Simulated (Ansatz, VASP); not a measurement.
MgF2 in VASP and in Ansatz

The input POSCAR:

```
MgF2
1.0
    4.6220162608      0.0000000000      0.0000000000
    0.0000000000      4.6220162608      0.0000000000
    0.0000000000      0.0000000000      3.0461115451
Mg F
2 4
Direct
    0.0000000000      0.0000000000      0.0000000000
    0.5000000000      0.5000000000      0.5000000000
    0.3029506050      0.3029506050      0.0000000000
    0.1970493950      0.8029506050      0.5000000000
    0.6970493950      0.6970493950      0.0000000000
    0.8029506050      0.1970493950      0.5000000000
```

File INCAR.step1:

```
SYSTEM = MgF2
PREC = Accurate
ENCUT = 580
EDIFF = 1E-5
ISMEAR = 0
SIGMA = 0.01
LREAL = .FALSE.
LASPH = .TRUE.
NELM = 120
ALGO = Normal
ISIF = 2
LWAVE = .TRUE.
LCHARG = .FALSE.
NBANDS = 25
GGA = PE
GGA_COMPAT = .FALSE.
KPAR = 4
```

INCAR.step2

```
SYSTEM = MgF2
PREC = Accurate
ENCUT = 580
EDIFF = 1E-6
ISMEAR = 0
SIGMA = 0.01
LREAL = .FALSE.
LASPH = .TRUE.
NELM = 120
ALGO = Normal
ISIF = 2
LWAVE = .FALSE.
LCHARG = .FALSE.
METAGGA = R2SCAN
LHFCALC = .TRUE.
AEXX = 0.1
LMIXTAU = .TRUE.
PRECFOCK = Normal
NBANDS = 25
ISTART = 1
GGA_COMPAT = .FALSE.
KPAR = 4
```

File KPOINTS:

```
Automatic mesh
0
G
  4 4 6
  0 0 0
```

Input for Ansatz:

```yaml
crystal:
  lattice:
    - [4.6220162608, 0.0, 0.0]
    - [0.0, 4.6220162608, 0.0]
    - [0.0, 0.0, 3.0461115451]
  atoms:
    - { symbol: Mg, position: [0.0, 0.0, 0.0] }
    - { symbol: Mg, position: [0.5, 0.5, 0.5] }
    - { symbol: F, position: [0.302950605, 0.302950605, 0.0] }
    - { symbol: F, position: [0.197049395, 0.802950605, 0.5] }
    - { symbol: F, position: [0.697049395, 0.697049395, 0.0] }
    - { symbol: F, position: [0.802950605, 0.197049395, 0.5] }
kpoints:
  mp_grid: { grid: [4, 4, 6] }
  band_path:
    path:
      - [0.0, 0.0, 0.0]
      - [0.0, 0.5, 0.0]
      - [0.5, 0.5, 0.0]
      - [0.0, 0.0, 0.5]
      - [0.0, 0.5, 0.5]
      - [0.5, 0.5, 0.5]
    npoints: 1
hamiltonian:
  xc: r2scanh
scf:
  occupations: { method: fixed }
  n_extra_bands: 5
output:
  forces: true
  stress: true
  eigenvalues: true
```

Alike in both runs: task single point; functional r2SCANh; k mesh 4 × 4 × 6; no spin polarisation.

|  | VASP | Ansatz |
| --- | --- | --- |
| version | VASP 6.6.1 | Ansatz 0.2.0 |
| potentials or method | VASP PAW PBE potentials, release 64 (Mg, F) | plane waves, PAW |
| plane-wave cutoff (eV) | 580 | 500 |
| occupations | gaussian, width 0.01 eV | fixed |
| valence electrons in the cell | 32 | 48 |

Ansatz gave:

| Item | Value |
| --- | --- |
| gap on the k mesh at the Fermi level (eV) | 9.16 |
| pressure (GPa) | -0.9 |
| traceless stress, the component that is largest in VASP (GPa) | -0.09 |
| rms of the force components (eV/Å) | 0.007 |

Task: What did VASP give for the same quantities?

Result: gap on the k mesh at the Fermi level (eV): 9.12; pressure (GPa): -2.0; traceless stress, the component that is largest in VASP (GPa): -0.15; rms of the force components (eV/Å): 0.009.

VASP's potentials were made for PBE, not for r2SCANh. Atom by atom the forces differ by 0.002 eV/Å (rms over components). VASP's potentials hold 32 valence electrons a cell and Ansatz's 48, so a difference there can come from the potentials and not from the codes. Ansatz's warnings: stress exchange threshold loose, stress scf threshold loose.
